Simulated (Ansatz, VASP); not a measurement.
**Ta: VASP beside Ansatz**

```
Ta
1.0
     2.74359    0.00000    0.00000
    -1.37179    2.37602    0.00000
     0.00000    0.00000    5.11811
Ta
2
Direct
  0.66667 0.33333 0.75000
  0.33333 0.66667 0.25000
```

Change from the starting cell: strain -0.0500 x Voigt [1, 1, 0, 0, 0, 0], atoms carried along.

Alike in both runs: task single point; functional r2SCAN; k mesh 24 × 24 × 12; occupations gaussian, width 0.15 eV; no spin polarisation.

```csv
,VASP,Ansatz
version,VASP 6.6.1,Ansatz 0.2.0
potentials or method,"VASP PAW PBE potentials, release 64 (Ta_pv), cutoff 520 eV","scalar-relativistic, plane waves, PAW"
valence electrons in the cell,22,26
```

```tsv
	VASP	Ansatz	Ansatz less VASP
gap on the k mesh at the Fermi level (eV)	none	none	-
pressure (GPa)	26.2	25.3	-0.95
traceless stress, the component that is largest in VASP (GPa)	-11.31	-11.21	+0.096
```

VASP's potentials were made for PBE, not for r2SCAN. A gap of «none» marks a metal or a gap that the smearing closes. VASP's potentials hold 22 valence electrons a cell and Ansatz's 26, so a difference there can come from the potentials and not from the codes.

Neither program's run includes spin-orbit coupling.
